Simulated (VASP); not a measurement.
Input of a VASP 6.6.1 run:

INCAR

```
SYSTEM = Li3B2H
PREC = Accurate
ENCUT = 520
EDIFF = 1E-7
ISMEAR = 0
SIGMA = 0.1
LREAL = .FALSE.
LASPH = .TRUE.
NELM = 100
ALGO = Normal
ISIF = 2
LWAVE = .FALSE.
LCHARG = .FALSE.
GGA = PE
NBANDS = 17
```

Contents of KPOINTS:

```
Automatic mesh
0
G
  6 6 2
  0 0 0
```

POSCAR

```
Li3B2H
1.0
    3.2898313300      0.0000000000      0.0000000000
   -1.6449156700      2.8490775100      0.0000000000
    0.0000000000      0.0000000000      8.1292032100
Li B H
3 2 1
Direct
    0.3333333300      0.6666666700      0.8404457200
    0.6666666700      0.3333333300      0.1595542800
    0.0000000000      0.0000000000      0.5000000000
    0.3333333300      0.6666666700      0.3297771400
    0.6666666700      0.3333333300      0.6702228600
    0.0000000000      0.0000000000      0.0000000000
```

Potentials or basis: VASP PAW PBE potentials, release 64 (Li_sv, B, H).

Command:

```console
$ cat potpaw_PBE.64/Li_sv/POTCAR potpaw_PBE.64/B/POTCAR potpaw_PBE.64/H/POTCAR > POTCAR
$ mpirun -np 1 vasp_std > vasp.out
```

(1) What does it give for the band gap on the k mesh?

(2) What does it give for the largest force?

Answers

(1) zero (band 8 reaches 2.94 eV, above the bottom of band 9 at -0.22 eV).

(2) 0.861 eV/Å.

Caveat: the k points lie up to 0.39 Å⁻¹ apart.
